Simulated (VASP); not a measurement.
# Ge2Sb2Te5 (P-3m1) in VASP: notebook

The runs below take Ge2Sb2Te5 through single point, with PBE.

Everything below comes from runs of VASP 6.6.1. Logs are shortened: lines on timing, memory, paths and dates and some standing lists are left out, and cuts for length are marked.

## (1) The cell of the first run

It takes space group P-3m1 (No. 164, trigonal). The conventional cell has a = 4.530 Å, b = 4.530 Å, c = 16.030 Å, α = 90.00°, β = 90.00°, γ = 120.00°. Ge (site symmetry 3m) has 6 Te at 2.90 to 3.27 Å within 3.8 Å. Sb (site symmetry 3m) has 6 Te at 3.04 to 3.17 Å within 4.0 Å. Te (site symmetry -3m) has 6 Sb at 3.17 Å and 6 Te at 4.24 Å within 4.3 Å. Te (site symmetry 3m) has 3 Sb at 3.04 Å and 3 Ge at 3.27 Å and 6 Te at 4.15 to 4.24 Å within 4.3 Å. Te (site symmetry 3m) has 3 Ge at 2.90 Å and 6 Te at 3.90 to 4.15 Å within 4.2 Å.

## (2) Single point, PBE (31.65 Å³/atom)

The input, INCAR:

```
SYSTEM = Ge2Sb2Te5
PREC     = Accurate       ! precision mode
ENCUT    = 520            ! plane-wave cutoff, eV
EDIFF    = 1E-6           ! SCF threshold, eV
ISMEAR   = 0              ! smearing method
SIGMA    = 0.03           ! smearing width, eV
LREAL    = .FALSE.        ! projectors in reciprocal space
LASPH    = .TRUE.         ! aspherical terms in the spheres
NELM     = 100            ! most SCF steps
ALGO     = Fast           ! electronic algorithm
ISIF     = 2              ! what is computed and relaxed
LWAVE    = .FALSE.        ! write WAVECAR
LCHARG   = .FALSE.        ! write CHGCAR
GGA      = PE             ! functional
NBANDS   = 44             ! bands
```

The input, KPOINTS:

```
Automatic mesh
0
G
  12 12 2
  0 0 0
```

The input, POSCAR:

```
Ge2Sb2Te5
1.0
    4.5295345105      0.0000000000      0.0000000000
   -2.2647672552      3.9226919534      0.0000000000
    0.0000000000      0.0000000000     16.0300226326
Ge Sb Te
2 2 5
Direct
    0.0000000000      0.0000000000      0.3313200918
    0.0000000000      0.0000000000      0.6686799082
    0.3333333333      0.6666666667      0.1120971408
    0.6666666667      0.3333333333      0.8879028592
    0.0000000000      0.0000000000      0.0000000000
    0.3333333333      0.6666666667      0.7914345914
    0.6666666667      0.3333333333      0.2085654086
    0.3333333333      0.6666666667      0.4096023866
    0.6666666667      0.3333333333      0.5903976134
```

Potentials or basis: VASP PAW PBE potentials, release 64 (Ge_d, Sb, Te).

Started as:

```
cat potpaw_PBE.64/Ge_d/POTCAR potpaw_PBE.64/Sb/POTCAR potpaw_PBE.64/Te/POTCAR > POTCAR
mpirun -np 1 vasp_std > vasp.out
```

OUTCAR:

```text
SYSTEM = Ge2Sb2Te5
   PREC = Accurate
   ENCUT = 520
   EDIFF = 1E-6
   ISMEAR = 0
   LREAL = .FALSE.
   LASPH = .TRUE.
   NELM = 100
   ISIF = 2
   GGA = PE

 ion  position               nearest neighbor table
   1  0.000  0.000  0.331-   8 2.90   8 2.90   8 2.90   7 3.27   7 3.27   7 3.27
   2  0.000  0.000  0.669-   9 2.90   9 2.90   9 2.90   6 3.27   6 3.27   6 3.27
   3  0.333  0.667  0.112-   7 3.04   7 3.04   7 3.04   5 3.17   5 3.17   5 3.17
   4  0.667  0.333  0.888-   6 3.04   6 3.04   6 3.04   5 3.17   5 3.17   5 3.17
   5  0.000  0.000  0.000-   3 3.17   4 3.17   3 3.17   4 3.17   4 3.17   3 3.17
   6  0.333  0.667  0.791-   4 3.04   4 3.04   4 3.04   2 3.27   2 3.27   2 3.27
   7  0.667  0.333  0.209-   3 3.04   3 3.04   3 3.04   1 3.27   1 3.27   1 3.27
   8  0.333  0.667  0.410-   1 2.90   1 2.90   1 2.90
   9  0.667  0.333  0.590-   2 2.90   2 2.90   2 2.90

  LATTYP: Found a hexagonal cell.
 ALAT       =     4.5295345105
 C/A-ratio  =     3.5390000000

  Lattice vectors:

 A1 = (   4.5295345105,   0.0000000000,   0.0000000000)
 A2 = (  -2.2647672552,   3.9226919534,   0.0000000000)
 A3 = (   0.0000000000,   0.0000000000,  16.0300226326)

Analysis of symmetry for initial positions (statically):
=====================================================================
 Subroutine PRICEL returns:
 Original cell was already a primitive cell.

 Routine SETGRP: Setting up the symmetry group for a
 hexagonal supercell.

 Subroutine GETGRP returns: Found 12 space group operations
 (whereof 12 operations were pure point group operations)
 out of a pool of 24 trial point group operations.

The static configuration has the point symmetry D_3d.

Analysis of symmetry for dynamics (positions and initial velocities):
=====================================================================
 Subroutine PRICEL returns:
 Original cell was already a primitive cell.

 Routine SETGRP: Setting up the symmetry group for a
 hexagonal supercell.

 Subroutine GETGRP returns: Found 12 space group operations
 (whereof 12 operations were pure point group operations)
 out of a pool of 24 trial point group operations.

The dynamic configuration has the point symmetry D_3d.

 Subroutine INISYM returns: Found 12 space group operations
 (whereof 12 operations are pure point group operations),
 and found     1 'primitive' translations

----------------------------------------------------------------------------------------

                                     Primitive cell

  volume of cell :     284.8209

  direct lattice vectors                    reciprocal lattice vectors
     4.529534511  0.000000000  0.000000000     0.220773238  0.127463488  0.000000000
    -2.264767255  3.922691953  0.000000000     0.000000000  0.254926977  0.000000000
     0.000000000  0.000000000 16.030022633     0.000000000  0.000000000  0.062382944

  length of vectors
     4.529534511  4.529534510 16.030022633     0.254926977  0.254926977  0.062382944

  position of ions in fractional coordinates (direct lattice)
     0.000000000  0.000000000  0.331320092
     0.000000000  0.000000000  0.668679908
     0.333333333  0.666666667  0.112097141
     0.666666667  0.333333333  0.887902859
     0.000000000  0.000000000  0.000000000
     0.333333333  0.666666667  0.791434591
     0.666666667  0.333333333  0.208565409
     0.333333333  0.666666667  0.409602387
     0.666666667  0.333333333  0.590397613

  ion indices of the primitive-cell ions
   primitive index   ion index
                 1           1
                 2           2
                 3           3
                 4           4
                 5           5
                 6           6
                 7           7
                 8           8
                 9           9

----------------------------------------------------------------------------------------

 KPOINTS: Automatic mesh

Automatic generation of k-mesh.
 Grid dimensions read from file:
 generate k-points for:   12   12    2

 Generating k-lattice:

  Cartesian coordinates                     Fractional coordinates (reciprocal lattice)
     0.018397770  0.010621957  0.000000000     0.083333333  0.000000000  0.000000000
     0.000000000  0.021243915  0.000000000     0.000000000  0.083333333  0.000000000
     0.000000000  0.000000000  0.031191472     0.000000000  0.000000000  0.500000000

  Length of vectors
     0.021243915  0.021243915  0.031191472

  Shift w.r.t. Gamma in fractional coordinates (k-lattice)
     0.000000000  0.000000000  0.000000000

 Subroutine IBZKPT returns following result:
 ===========================================

 Found     38 irreducible k-points:

 Following reciprocal coordinates:
            Coordinates               Weight
  0.000000  0.000000  0.000000      1.000000
  0.083333  0.000000  0.000000      6.000000
  0.166667  0.000000  0.000000      6.000000
  0.250000  0.000000  0.000000      6.000000
  0.333333  0.000000  0.000000      6.000000
  0.416667  0.000000  0.000000      6.000000
[... 16 lines left out ...]
  0.250000  0.000000  0.500000      6.000000
  0.333333  0.000000  0.500000      6.000000
 [... further k-points ...]
   k-points           NKPTS =     38   k-points in BZ     NKDIM =     38   number of bands    NBANDS=     44
   number of dos      NEDOS =    301   number of ions     NIONS =      9
   total plane-waves  NPLWV = 155520
   dimension x,y,z NGX =    36 NGY =   36 NGZ =  120
   dimension x,y,z NGXF=    72 NGYF=   72 NGZF=  240
   ions per type =               2   2   5
   NGX,Y,Z   is equivalent  to a cutoff of  13.21, 13.21, 12.45 a.u.
   NGXF,Y,Z  is equivalent  to a cutoff of  26.43, 26.43, 24.89 a.u.
 SYSTEM =  Ge2Sb2Te5
   PREC   = accura    normal or accurate (medium, high low for compatibility)
   ISTART =      0    job   : 0-new  1-cont  2-samecut
   ICHARG =      2    charge: 1-file 2-atom 10-const
   ISPIN  =      1    spin polarized calculation?
   LNONCOLLINEAR =      F non collinear calculations
   LSORBIT =      F    spin-orbit coupling
   LASPH  =      T    aspherical Exc in radial PAW
   ENCUT  =  520.0 eV  38.22 Ry    6.18 a.u.   8.42  8.42 29.81*2*pi/ulx,y,z
   NELM   =    100;   NELMIN=  2; NELMDL= -5     # of ELM steps
   EDIFF  = 0.1E-05   stopping-criterion for ELM
   LREAL  =      F    real-space projection
   EDIFFG = 0.1E-04   stopping-criterion for IOM
   NSW    =      0    number of steps for IOM
   IBRION =     -1    ionic relax: 0-MD 1-quasi-New 2-CG
   NFREE  =      0    steps in history (QN), initial steepest desc. (CG)
   ISIF   =      2    stress and relaxation
   ISYM   =      2    0-nonsym 1-usesym 2-fastsym
   POTIM  = 0.5000    time-step for ionic-motion
   TEBEG  =    0.0;   TEEND  =   0.0 temperature during run
   PSTRESS=    0.0 pullay stress
   NELECT =      68.0000    total number of electrons
   NUPDOWN=      -1.0000    fix difference up-down
   EMIN   =  10.00;   EMAX   =-10.00  energy-range for DOS
   EFERMI =   0.00;   METHOD = LEGACY
   ISMEAR =     0;   SIGMA  =   0.03  broadening in eV -4-tet -1-fermi 0-gaus
   EFERMI_NEDOS =   21; number of points for ismear=-14 and -15
   IALGO  =     68    algorithm
   IMIX   =      4    mixing-type and parameters
     AMIX     =   0.40;   BMIX     =  1.00
     AMIX_MAG =   1.60;   BMIX_MAG =  1.00
  volume/ion in A,a.u.               =      31.65       213.56
  Fermi-wavevector in a.u.,A,eV,Ry     =   1.015595  1.919196 14.033497  1.031433
  Thomas-Fermi vector in A             =   2.148890
   LORBIT       =      0    0 simple, 1 ext, 2 COOP (PROOUT), +10 PAW based schemes
   GGA     = PE    functional components
   LHFCALC =     F    Hartree Fock is set to
   AEXX    =    0.0000 exact exchange contribution
   IVDW    =     0    specifies the selected vdW correction
   LEPSILON=     F    determine dielectric tensor
   LRPA    =     F    only Hartree local field effects (RPA)
 non-spin polarized calculation
 RMM-DIIS sequential band-by-band and
 Gauss-broadening in eV      SIGMA  =   0.03
  energy-cutoff  :      520.00
  volume of cell :      284.82
 maximum number of plane-waves:      7721
 NGX is ok and might be reduce to    36
   NGX = 17   NGY = 17   NGZ = 59

 number of electron      68.0000036 magnetization

 Free energy of the ion-electron system (eV)
  ---------------------------------------------------
  ext. energy  EPLUGINS =         0.00000000
  ---------------------------------------------------
  free energy    TOTEN  =       -33.29918481 eV

  energy without entropy =      -33.29818404  energy(sigma->0) =      -33.29868443

 E-fermi :   5.4966     XC(G=0):  -9.2175

 val. band max:        5.4921259006   @ k =   0.0000   0.0000   0.5000
 cond. band min:       5.5254240731   @ k =   0.3333   0.0000   0.5000
 fundamental gap:      0.0332981725
 Fermi energy:         5.4966351477

 k-point     1 :       0.0000    0.0000    0.0000
  band No.  band energies     occupation
      1     -19.0751      2.00000
      2     -19.0751      2.00000
      3     -19.0751      2.00000
      4     -19.0751      2.00000
      5     -19.0696      2.00000
      6     -19.0696      2.00000
[... 36 lines left out ...]
     43       7.4738      0.00000
     44       7.5925      0.00000

 k-point     2 :       0.0833    0.0000    0.0000
  band No.  band energies     occupation
      1     -19.0751      2.00000
      2     -19.0751      2.00000
      3     -19.0750      2.00000
      4     -19.0750      2.00000
      5     -19.0695      2.00000
      6     -19.0695      2.00000
[... 36 lines left out ...]
     43       7.7661      0.00000
     44       8.0341      0.00000

 k-point     3 :       0.1667    0.0000    0.0000
  band No.  band energies     occupation
      1     -19.0754      2.00000
      2     -19.0754      2.00000
      3     -19.0749      2.00000
      4     -19.0748      2.00000
      5     -19.0694      2.00000
      6     -19.0694      2.00000
[... 976 lines left out ...]
     43       8.4994      0.00000
     44       8.9718      0.00000

 k-point    24 :       0.3333    0.0000    0.5000
  band No.  band energies     occupation
      1     -19.0761      2.00000
      2     -19.0761      2.00000
      3     -19.0745      2.00000
      4     -19.0745      2.00000
      5     -19.0694      2.00000
      6     -19.0693      2.00000
[... 36 lines left out ...]
     43       9.0408      0.00000
     44       9.2112      0.00000

 [... further k-points ...]

------------------------ aborting loop because EDIFF is reached ----------------------------------------

  FORCE on cell =-STRESS in cart. coord.  units (eV):
  Direction    XX          YY          ZZ          XY          YZ          ZX
  --------------------------------------------------------------------------------------
  -------------------------------------------------------------------------------------
  Total       -3.6670801     -3.6670801      4.5673819     -0.0000000      0.0000000     -0.0000000
  in kB      -20.6280925    -20.6280925     25.6924781     -0.0000000      0.0000000     -0.0000000
  external PRESSURE =      -5.1879023 kB  Pullay stress =       0.0000000 kB

 VOLUME and BASIS-vectors are now :
 -----------------------------------------------------------------------------
  energy-cutoff  :      520.00
  volume of cell :      284.82
      direct lattice vectors                 reciprocal lattice vectors
     4.529534511  0.000000000  0.000000000     0.220773238  0.127463488  0.000000000
    -2.264767255  3.922691953  0.000000000     0.000000000  0.254926977  0.000000000
     0.000000000  0.000000000 16.030022633     0.000000000  0.000000000  0.062382944

 POSITION                                       TOTAL-FORCE (eV/Angst)
 -----------------------------------------------------------------------------------
      0.00000      0.00000      5.31107         0.000000      0.000000     -0.026478
      0.00000      0.00000     10.71895        -0.000000      0.000000      0.026478
     -0.00000      2.61513      1.79692         0.000000     -0.000000     -0.030624
      2.26477      1.30756     14.23310        -0.000000      0.000000      0.030624
      0.00000      0.00000      0.00000         0.000000      0.000000     -0.000000
     -0.00000      2.61513     12.68671         0.000000     -0.000000     -0.192872
      2.26477      1.30756      3.34331        -0.000000      0.000000      0.192872
     -0.00000      2.61513      6.56594         0.000000     -0.000000      0.323212
      2.26477      1.30756      9.46409        -0.000000      0.000000     -0.323212
 -----------------------------------------------------------------------------------
    total drift:                                0.000000     -0.000000      0.000000

  FREE ENERGIE OF THE ION-ELECTRON SYSTEM (eV)
  ---------------------------------------------------
  free  energy   TOTEN  =       -33.2991848146 eV

  energy  without entropy=      -33.2981840428  energy(sigma->0) =      -33.29868443
```

Run time: 20 min. Hardware: 1 thread of Oxide Virtual Turin-like, shared host; peak memory 0.63 GiB.

Results:

* Free energy: -33.2992 eV
* Pressure: -0.5 GPa
* Largest force: 0.323 eV/Å
* Band gap on the k mesh: zero (bands 34 and 35 overlap by 0.08 eV)

Forces in eV/Å, atoms in the order of the input:
```
Ge   0.000  0.000 -0.026
Ge   0.000  0.000  0.026
Sb   0.000  0.000 -0.031
Sb   0.000  0.000  0.031
Te   0.000  0.000  0.000
Te   0.000  0.000 -0.193
Te   0.000  0.000  0.193
Te   0.000  0.000  0.323
Te   0.000  0.000 -0.323
```

Levels at points of the mesh, in eV from the Fermi level:
| k point | band 30 | band 31 | band 32 | band 33 | band 34 | band 35 | band 36 | band 37 | band 38 | band 39 |
| --- | --- | --- | --- | --- | --- | --- | --- | --- | --- | --- |
| (0.00, 0.00, 0.00) | -1.43 | -1.43 | -1.29 | -1.17 | -0.59 | -0.05 | -0.05 | 0.49 | 0.68 | 1.12 |
| (0.50, 0.00, 0.00) | -2.06 | -1.49 | -1.41 | -0.79 | -0.20 | 0.76 | 1.15 | 1.75 | 1.76 | 2.23 |
| (0.00, 0.00, 0.50) | -1.47 | -1.47 | -1.27 | -1.17 | -0.62 | 0.00 | 0.00 | 0.56 | 0.67 | 0.98 |
| (0.50, 0.00, 0.50) | -1.95 | -1.53 | -1.31 | -0.90 | -0.18 | 0.29 | 0.98 | 1.90 | 2.29 | 2.51 |

Caveat: spin-orbit coupling is left out, which moves the levels of the heavy elements; this functional lacks dispersion, which binds layers or chains, so the pressure and a relaxed spacing across them are unreliable.

(Part 1 of 2 ends here.)

The gap in the log of VASP goes by the Fermi energy; the results here count the filled bands.